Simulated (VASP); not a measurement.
Here is a VASP 6.6.1 calculation.

POSCAR

```
InSb
1.0
    0.0000000000      3.0735130000      3.0735130000
    3.0735130000      0.0000000000      3.0735130000
    3.0735130000      3.0735130000      0.0000000000
In Sb
1 1
Direct
    0.0000000000      0.0000000000      0.0000000000
    0.5000000000      0.5000000000      0.5000000000
```

Contents of INCAR.step1:

```
  PREC = Accurate
  ENCUT = 550
  ISMEAR = 0
  SIGMA = 0.15
  LREAL = F
  LASPH = T
  NELM = 120
  NBANDS = 16
  GGA = PE
  ALGO = Normal
  EDIFF = 1E-5
  LWAVE = T
  LCHARG = F
  GGA_COMPAT = F
```

The input INCAR.step2:

```
  PREC = Accurate
  ENCUT = 550
  EDIFF = 1E-6
  ISMEAR = 0
  SIGMA = 0.15
  LREAL = F
  LASPH = T
  NELM = 120
  ALGO = Normal
  ISIF = 2
  LWAVE = F
  LCHARG = F
  METAGGA = R2SCAN
  LMIXTAU = T
  NBANDS = 16
  ISTART = 1
  GGA_COMPAT = F
```

File KPOINTS:

```
regular mesh
0
Gamma
  14 14 14
```

Potentials or basis: VASP PAW PBE potentials, release 64 (In_d, Sb).

Launch:

```sh
$ cat potpaw_PBE.64/In_d/POTCAR potpaw_PBE.64/Sb/POTCAR > POTCAR
$ cp INCAR.step1 INCAR
$ mpirun -np 1 vasp_std > vasp.out
$ cp INCAR.step2 INCAR
$ mpirun -np 1 vasp_std > vasp.out
```

(1) Estimate the pressure.

(2) Estimate the band gap on the k mesh.

Answers

(1) -1.4 GPa.

(2) zero (band 9 reaches 7.01 eV, above the bottom of band 10 at 4.24 eV).

Caveat: the PAW data sets were made with another functional, which shifts forces and pressure a little; spin-orbit coupling is left out, which moves the levels of the heavy elements.
